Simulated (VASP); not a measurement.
Runs of VASP 6.6.1 on MgO. The structure is that of space group P6/mmm (No. 191), or close to it. The cells are those of the table. The cell was generated, and may not be a known phase.

```tsv
task	spin	cell	k mesh	cutoff (eV)	gap on the mesh (eV)	pressure (GPa)	moment (μB)	relaxed volume (Å³/atom)
relaxation of cell and atoms	off	relaxed from a = 3.658, b = 3.658, c = 6.912 Å, angles 90.0, 90.0, 120.0°, 4 atoms	12 × 12 × 8	600	none	0.0	-	(a)
single point	collinear, ferromagnetic start	a = 3.816, b = 3.816, c = 4.395 Å, angles 90.0, 90.0, 120.0°, 4 atoms	6 × 6 × 4	520	none	10.0	0.00	-
relaxation of cell and atoms	collinear, ferromagnetic start	relaxed from a = 3.816, b = 3.816, c = 4.395 Å, angles 90.0, 90.0, 120.0°, 4 atoms	6 × 6 × 4	600	none	0.0	0.00	17.15
single point	off	a = 3.658, b = 3.658, c = 6.935 Å, angles 90.0, 90.0, 120.0°, 4 atoms	12 × 12 × 8	520	none	-0.2	-	-
single point	collinear, ferromagnetic start	a = 3.658, b = 3.658, c = 6.912 Å, angles 90.0, 90.0, 120.0°, 4 atoms	6 × 6 × 4	520	none	-0.2	0.00	-
```

Alike in all rows: level PBE; potentials or basis VASP PAW PBE potentials, release 64 (Mg, O); smearing gaussian 0.1 eV.

Estimate the missing entries.

(a) 19.95.

Caveats: the stress differs along the axes, from -5 to 41 GPa (at least some runs); the volume moved by over 15 % at a fixed basis, so the end points are rough (at least some runs).

A gap of «none» marks levels without a gap at the run's occupations.
